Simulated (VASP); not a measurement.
Crystal: MgS (Niningerite).

```
S Mg
1.0
     0.00000    2.60165    2.60165
     2.60165    0.00000    2.60165
     2.60165    2.60165    0.00000
S Mg
1 1
Direct
  0.50000 0.50000 0.50000
  0.00000 0.00000 0.00000
```

| Item | Value |
| --- | --- |
| Program | VASP 6.6.1 |
| Task | relaxation of cell and atoms |
| Functional | revPBE |
| Dispersion | D4 |
| Potentials or basis | VASP PAW PBE potentials, release 64 (S, Mg) |
| Cutoff | 600 eV |
| k mesh | 9 × 9 × 9 |
| Occupations | fermi-dirac, width 0.05 eV |
| Spin | no spin polarisation |

At the start: pressure -2.7 GPa; volume 17.61 Å³/atom.

**Question.** How do energy, volume and symmetry change on relaxing?

**Answer.** Over 3 steps the energy falls by 5.2 meV/atom and the volume is 17.00 Å³/atom (-3.4 %); space group Fm-3m (No. 225, to 0.05 Å).

The path:
```tsv
step	energy change (eV)	largest force (eV/Å)	pressure (GPa)	volume (Å³)
1	0.0000	0.0000	-2.66	35.22
2	-0.0099	0.0000	0.64	33.75
3	-0.0104	0.0000	0.01	34.01
```

Final structure:
```
S Mg
1.0
     0.00000    2.57148    2.57148
     2.57148    0.00000    2.57148
     2.57148    2.57148    0.00000
S Mg
1 1
Direct
  0.50000 0.50000 0.50000
  0.00000 0.00000 0.00000
```

Caveat: the PAW data sets were made with another functional, which shifts forces and pressure a little.
